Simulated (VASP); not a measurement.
# SiC (F-43m) in VASP: settings compared

SiC is run at these levels: LDA, r2SCAN; tasks: single point.

Program: VASP 6.6.1. These are calculated values, not measurements. Logs are shortened: lines on timing, memory, paths and dates and some standing lists are left out, and cuts for length are marked.

### Step 1. The cell of the first run

The structure is cubic, space group F-43m (No. 216). Conventional cell: a = 4.354 Å, b = 4.354 Å, c = 4.354 Å, α = 90.00°, β = 90.00°, γ = 90.00°. Within 2.5 Å of Si (site symmetry -43m) lie 4 C at 1.89 Å. C (site symmetry -43m) has 4 Si at 1.89 Å within 2.5 Å.

### Step 2. Single point, LDA

File INCAR:

```
PREC = Accurate
ENCUT = 600
EDIFF = 1E-6
ISMEAR = 0
SIGMA = 0.01
LREAL = False
LASPH = True
NELM = 120
ALGO = Normal
ISIF = 2
LWAVE = False
LCHARG = True
LELF = True
LVHAR = True
NBANDS = 11
GGA_COMPAT = False
```

File KPOINTS:

```
Automatic mesh
0
Gamma
  9 9 9
```

File POSCAR:

```
SiC
1.0
    0.0000000000      2.1769970000      2.1769970000
    2.1769970000      0.0000000000      2.1769970000
    2.1769970000      2.1769970000      0.0000000000
Si C
1 1
Direct
    0.2500000000      0.2500000000      0.2500000000
    0.0000000000      0.0000000000      0.0000000000
```

Potentials or basis: VASP PAW LDA potentials, release 64 (Si, C).

The run is started by

```bash
$ cat potpaw_LDA.64/Si/POTCAR potpaw_LDA.64/C/POTCAR > POTCAR
$ mpirun -np 1 vasp_std > vasp.out
```

OUTCAR:

```text
PREC = Accurate
   ENCUT = 600
   EDIFF = 1E-6
   ISMEAR = 0
   LREAL = False
   LASPH = True
   NELM = 120
   ISIF = 2

 ion  position               nearest neighbor table
   1  0.250  0.250  0.250-   2 1.89   2 1.89   2 1.89   2 1.89
   2  0.000  0.000  0.000-   1 1.89   1 1.89   1 1.89   1 1.89

  LATTYP: Found a face centered cubic cell.
 ALAT       =     4.3539940000

  Lattice vectors:

 A1 = (   0.0000000000,   2.1769970000,   2.1769970000)
 A2 = (   2.1769970000,   0.0000000000,   2.1769970000)
 A3 = (   2.1769970000,   2.1769970000,   0.0000000000)

Analysis of symmetry for initial positions (statically):
=====================================================================
 Subroutine PRICEL returns:
 Original cell was already a primitive cell.

 Routine SETGRP: Setting up the symmetry group for a
 face centered cubic supercell.

 Subroutine GETGRP returns: Found 24 space group operations
 (whereof 24 operations were pure point group operations)
 out of a pool of 48 trial point group operations.

The static configuration has the point symmetry T_d .

Analysis of symmetry for dynamics (positions and initial velocities):
=====================================================================
 Subroutine PRICEL returns:
 Original cell was already a primitive cell.

 Routine SETGRP: Setting up the symmetry group for a
 face centered cubic supercell.

 Subroutine GETGRP returns: Found 24 space group operations
 (whereof 24 operations were pure point group operations)
 out of a pool of 48 trial point group operations.

The dynamic configuration has the point symmetry T_d .

 Subroutine INISYM returns: Found 24 space group operations
 (whereof 24 operations are pure point group operations),
 and found     1 'primitive' translations

----------------------------------------------------------------------------------------

                                     Primitive cell

  volume of cell :      20.6350

  direct lattice vectors                    reciprocal lattice vectors
     0.000000000  2.176997000  2.176997000    -0.229674180  0.229674180  0.229674180
     2.176997000  0.000000000  2.176997000     0.229674180 -0.229674180  0.229674180
     2.176997000  2.176997000  0.000000000     0.229674180  0.229674180 -0.229674180

  length of vectors
     3.078738683  3.078738683  3.078738683     0.397807348  0.397807348  0.397807348

  position of ions in fractional coordinates (direct lattice)
     0.250000000  0.250000000  0.250000000
     0.000000000  0.000000000  0.000000000

  ion indices of the primitive-cell ions
   primitive index   ion index
                 1           1
                 2           2

----------------------------------------------------------------------------------------

 KPOINTS: Automatic mesh

Automatic generation of k-mesh.
 Grid dimensions read from file:
 generate k-points for:    9    9    9

 Generating k-lattice:

  Cartesian coordinates                     Fractional coordinates (reciprocal lattice)
    -0.025519353  0.025519353  0.025519353     0.111111111  0.000000000  0.000000000
     0.025519353 -0.025519353  0.025519353     0.000000000  0.111111111  0.000000000
     0.025519353  0.025519353 -0.025519353     0.000000000  0.000000000  0.111111111

  Length of vectors
     0.044200816  0.044200816  0.044200816

  Shift w.r.t. Gamma in fractional coordinates (k-lattice)
     0.000000000  0.000000000  0.000000000

 Subroutine IBZKPT returns following result:
 ===========================================

 Found     35 irreducible k-points:

 Following reciprocal coordinates:
            Coordinates               Weight
  0.000000  0.000000  0.000000      1.000000
  0.111111  0.000000  0.000000      8.000000
  0.222222  0.000000  0.000000      8.000000
  0.333333  0.000000  0.000000      8.000000
  0.444444  0.000000  0.000000      8.000000
  0.111111  0.111111  0.000000      6.000000
[... 16 lines left out ...]
 -0.333333  0.333333  0.000000     12.000000
  0.444444  0.444444  0.000000      6.000000
 [... further k-points ...]
   k-points           NKPTS =     35   k-points in BZ     NKDIM =     35   number of bands    NBANDS=     11
   number of dos      NEDOS =    301   number of ions     NIONS =      2
   total plane-waves  NPLWV =  21952
   dimension x,y,z NGX =    28 NGY =   28 NGZ =   28
   dimension x,y,z NGXF=    56 NGYF=   56 NGZF=   56
   ions per type =               1   1
   NGX,Y,Z   is equivalent  to a cutoff of  15.12, 15.12, 15.12 a.u.
   NGXF,Y,Z  is equivalent  to a cutoff of  30.24, 30.24, 30.24 a.u.
 SYSTEM =  unknown system
   PREC   = accura    normal or accurate (medium, high low for compatibility)
   ISTART =      0    job   : 0-new  1-cont  2-samecut
   ICHARG =      2    charge: 1-file 2-atom 10-const
   ISPIN  =      1    spin polarized calculation?
   LNONCOLLINEAR =      F non collinear calculations
   LSORBIT =      F    spin-orbit coupling
   LASPH  =      T    aspherical Exc in radial PAW
   ENCUT  =  600.0 eV  44.10 Ry    6.64 a.u.   6.15  6.15  6.15*2*pi/ulx,y,z
   NELM   =    120;   NELMIN=  2; NELMDL= -5     # of ELM steps
   EDIFF  = 0.1E-05   stopping-criterion for ELM
   LREAL  =      F    real-space projection
   EDIFFG = 0.1E-04   stopping-criterion for IOM
   NSW    =      0    number of steps for IOM
   IBRION =     -1    ionic relax: 0-MD 1-quasi-New 2-CG
   NFREE  =      0    steps in history (QN), initial steepest desc. (CG)
   ISIF   =      2    stress and relaxation
   ISYM   =      2    0-nonsym 1-usesym 2-fastsym
   POTIM  = 0.5000    time-step for ionic-motion
   TEBEG  =    0.0;   TEEND  =   0.0 temperature during run
   PSTRESS=    0.0 pullay stress
   NELECT =       8.0000    total number of electrons
   NUPDOWN=      -1.0000    fix difference up-down
   EMIN   =  10.00;   EMAX   =-10.00  energy-range for DOS
   EFERMI =   0.00;   METHOD = LEGACY
   ISMEAR =     0;   SIGMA  =   0.01  broadening in eV -4-tet -1-fermi 0-gaus
   EFERMI_NEDOS =   21; number of points for ismear=-14 and -15
   IALGO  =     38    algorithm
   IMIX   =      4    mixing-type and parameters
     AMIX     =   0.40;   BMIX     =  1.00
     AMIX_MAG =   1.60;   BMIX_MAG =  1.00
  volume/ion in A,a.u.               =      10.32        69.63
  Fermi-wavevector in a.u.,A,eV,Ry     =   1.193723  2.255810 19.387966  1.424975
  Thomas-Fermi vector in A             =   2.329731
   LORBIT       =      0    0 simple, 1 ext, 2 COOP (PROOUT), +10 PAW based schemes
   GGA     = CA    functional components
   LHFCALC =     F    Hartree Fock is set to
   AEXX    =    0.0000 exact exchange contribution
   IVDW    =     0    specifies the selected vdW correction
   LEPSILON=     F    determine dielectric tensor
   LRPA    =     F    only Hartree local field effects (RPA)
 non-spin polarized calculation
 Gauss-broadening in eV      SIGMA  =   0.01
  energy-cutoff  :      600.00
  volume of cell :       20.63
 maximum number of plane-waves:       701
 NGX is ok and might be reduce to    28
   NGX = 13   NGY = 13   NGZ = 13

 number of electron       8.0000000 magnetization

 Free energy of the ion-electron system (eV)
  ---------------------------------------------------
  ext. energy  EPLUGINS =         0.00000000
  ---------------------------------------------------
  free energy    TOTEN  =       -16.64102945 eV

  energy without entropy =      -16.64102945  energy(sigma->0) =      -16.64102945

 E-fermi :   8.1666     XC(G=0): -11.5683

 val. band max:        8.0923458614   @ k =   0.0000   0.0000   0.0000
 cond. band min:       9.5389592231   @ k =   0.4444   0.4444   0.0000
 fundamental gap:      1.4466133616
 Fermi energy:         8.1666491456

 k-point     1 :       0.0000    0.0000    0.0000
  band No.  band energies     occupation
      1      -7.2448      2.00000
      2       8.0923      2.00000
      3       8.0923      2.00000
      4       8.0923      2.00000
      5      14.4162      0.00000
      6      15.3036      0.00000
      7      15.3036      0.00000
      8      15.3036      0.00000
      9      22.5686      0.00000
     10      22.5686      0.00000
     11      24.3059      0.00000

 k-point     2 :       0.1111    0.0000    0.0000
  band No.  band energies     occupation
      1      -7.0024      2.00000
      2       6.8908      2.00000
      3       7.9290      2.00000
      4       7.9290      2.00000
      5      14.6050      0.00000
      6      15.5937      0.00000
      7      15.5937      0.00000
      8      15.7203      0.00000
      9      21.4758      0.00000
     10      21.4758      0.00000
     11      24.0852      0.00000

 k-point     3 :       0.2222    0.0000    0.0000
  band No.  band energies     occupation
      1      -6.2883      2.00000
      2       4.4656      2.00000
      3       7.5749      2.00000
      4       7.5749      2.00000
      5      14.1791      0.00000
      6      15.9257      0.00000
      7      15.9257      0.00000
      8      17.0795      0.00000
      9      20.9748      0.00000
     10      20.9748      0.00000
     11      23.1831      0.00000

 k-point     4 :       0.3333    0.0000    0.0000
  band No.  band energies     occupation
      1      -5.1608      2.00000
      2       1.9265      2.00000
      3       7.2458      2.00000
      4       7.2458      2.00000
      5      13.7567      0.00000
      6      15.6461      0.00000
      7      15.6461      0.00000
      8      17.9071      0.00000
      9      22.2889      0.00000
     10      22.2889      0.00000
     11      23.1765      0.00000

 k-point     5 :       0.4444    0.0000    0.0000
  band No.  band energies     occupation
      1      -3.8981      2.00000
      2      -0.0980      2.00000
      3       7.0611      2.00000
      4       7.0611      2.00000
      5      13.5356      0.00000
      6      15.2863      0.00000
      7      15.2863      0.00000
      8      18.0296      0.00000
      9      23.8999      0.00000
     10      24.5458      0.00000
     11      24.5458      0.00000
[... 211 lines left out ...]
 k-point    21 :       0.4444    0.3333    0.0000
  band No.  band energies     occupation
      1      -3.4171      2.00000
      2       1.8241      2.00000
      3       4.4726      2.00000
      4       5.2707      2.00000
      5      10.5473      0.00000
      6      13.4405      0.00000
      7      20.1975      0.00000
      8      20.4070      0.00000
      9      22.1296      0.00000
     10      26.5573      0.00000
     11      29.6293      0.00000

 k-point    22 :      -0.4444    0.3333    0.0000
  band No.  band energies     occupation
      1      -2.4045      2.00000
      2       0.8802      2.00000
      3       3.0279      2.00000
      4       5.4268      2.00000
      5      11.0301      0.00000
      6      15.2271      0.00000
      7      19.8238      0.00000
      8      19.9830      0.00000
      9      21.6948      0.00000
     10      24.8686      0.00000
     11      29.6154      0.00000

 k-point    23 :      -0.3333    0.3333    0.0000
  band No.  band energies     occupation
      1      -2.5309      2.00000
      2       1.0536      2.00000
      3       2.4162      2.00000
      4       5.9110      2.00000
      5      11.8404      0.00000
      6      17.1687      0.00000
      7      18.7624      0.00000
      8      19.5112      0.00000
      9      20.8837      0.00000
     10      22.5288      0.00000
     11      29.6427      0.00000

 k-point    24 :       0.4444    0.4444    0.0000
  band No.  band energies     occupation
      1      -2.6237      2.00000
      2       0.8252      2.00000
      3       4.9596      2.00000
      4       4.9596      2.00000
      5       9.5390      0.00000
      6      12.3887      0.00000
      7      21.6931      0.00000
      8      21.6931      0.00000
      9      22.4659      0.00000
     10      27.6394      0.00000
     11      30.4552      0.00000

 [... further k-points ...]
[... 5 lines left out ...]
  --------------------------------------------------------------------------------------
  -------------------------------------------------------------------------------------
  Total       -0.4614438     -0.4614438     -0.4614438      0.0000000     -0.0000000      0.0000000
  in kB      -35.8282735    -35.8282735    -35.8282735      0.0000000     -0.0000000      0.0000000
  external PRESSURE =     -35.8282735 kB  Pullay stress =       0.0000000 kB

 VOLUME and BASIS-vectors are now :
 -----------------------------------------------------------------------------
  energy-cutoff  :      600.00
  volume of cell :       20.63
      direct lattice vectors                 reciprocal lattice vectors
     0.000000000  2.176997000  2.176997000    -0.229674180  0.229674180  0.229674180
     2.176997000  0.000000000  2.176997000     0.229674180 -0.229674180  0.229674180
     2.176997000  2.176997000  0.000000000     0.229674180  0.229674180 -0.229674180

 POSITION                                       TOTAL-FORCE (eV/Angst)
 -----------------------------------------------------------------------------------
      1.08850      1.08850      1.08850         0.000000      0.000000      0.000000
      0.00000      0.00000      0.00000        -0.000000     -0.000000     -0.000000
 -----------------------------------------------------------------------------------
    total drift:                                0.000000      0.000000      0.000000

  FREE ENERGIE OF THE ION-ELECTRON SYSTEM (eV)
  ---------------------------------------------------
  free  energy   TOTEN  =       -16.6410294502 eV

  energy  without entropy=      -16.6410294502  energy(sigma->0) =      -16.64102945
```

Wall time 12 s (1 thread of AMD EPYC 9R45 (Zen 5), shared host); peak memory 0.1 GiB.

What came out:

- Free energy: -16.6410 eV
- Pressure: -3.6 GPa
- Band gap on the k mesh: 1.45 eV, indirect (least direct gap 4.58 eV)

Levels at points of the mesh, in eV from the valence-band top:
| k point | band 2 | band 3 | band 4 | band 5 | band 6 | band 7 |
| --- | --- | --- | --- | --- | --- | --- |
| (0.00, 0.00, 0.00) | 0.00 | 0.00 | 0.00 | 6.32 | 7.21 | 7.21 |

A k mesh can miss the band edges. Expect the measured gap to be larger: semilocal functionals such as LDA lack the derivative discontinuity.

### Step 3. Single point, r2SCAN

POSCAR is that of step 2.

File INCAR.step1:

```
SYSTEM = SiC
PREC = Accurate
ENCUT = 660
ISMEAR = 0
SIGMA = 0.01
LREAL = .False.
LASPH = .True.
NELM = 120
NBANDS = 11
GGA = PE
ALGO = Normal
EDIFF = 1E-5
LWAVE = .True.
LCHARG = .False.
GGA_COMPAT = .False.
```

File INCAR.step2:

```
SYSTEM = SiC
PREC = Accurate
ENCUT = 660
EDIFF = 1E-6
ISMEAR = 0
SIGMA = 0.01
LREAL = .False.
LASPH = .True.
NELM = 120
ALGO = Normal
ISIF = 2
LWAVE = .False.
LCHARG = .False.
METAGGA = R2SCAN
LMIXTAU = .True.
NBANDS = 11
ISTART = 1
GGA_COMPAT = .False.
```

File KPOINTS:

```
Automatic mesh
0
Gamma
  9 9 9
  0 0 0
```

Potentials or basis: VASP PAW PBE potentials, release 64 (Si, C).

The run is started by

```bash
$ cat potpaw_PBE.64/Si/POTCAR potpaw_PBE.64/C/POTCAR > POTCAR
$ cp INCAR.step1 INCAR
$ mpirun -np 1 vasp_std > vasp.out
$ cp INCAR.step2 INCAR
$ mpirun -np 1 vasp_std > vasp.out
```

Run time: 65 s. Hardware: 1 thread of AMD EPYC 9R45 (Zen 5), shared host; peak memory 0.13 GiB.

Results (log left out):

- Free energy: -19.3313 eV
- Pressure: 0.0 GPa
- Band gap on the k mesh: 1.88 eV, indirect (least direct gap 5.15 eV)

Levels at points of the mesh, in eV from the valence-band top:
| k point | band 1 | band 2 | band 3 | band 4 | band 5 | band 6 | band 7 | band 8 | band 9 |
| --- | --- | --- | --- | --- | --- | --- | --- | --- | --- |
| (0.00, 0.00, 0.00) | -16.20 | 0.00 | 0.00 | 0.00 | 6.87 | 7.87 | 7.87 | 7.87 | 15.23 |

Caveat: the PAW data sets were made with another functional, which shifts forces and pressure a little.

[end of part 1 of 2]
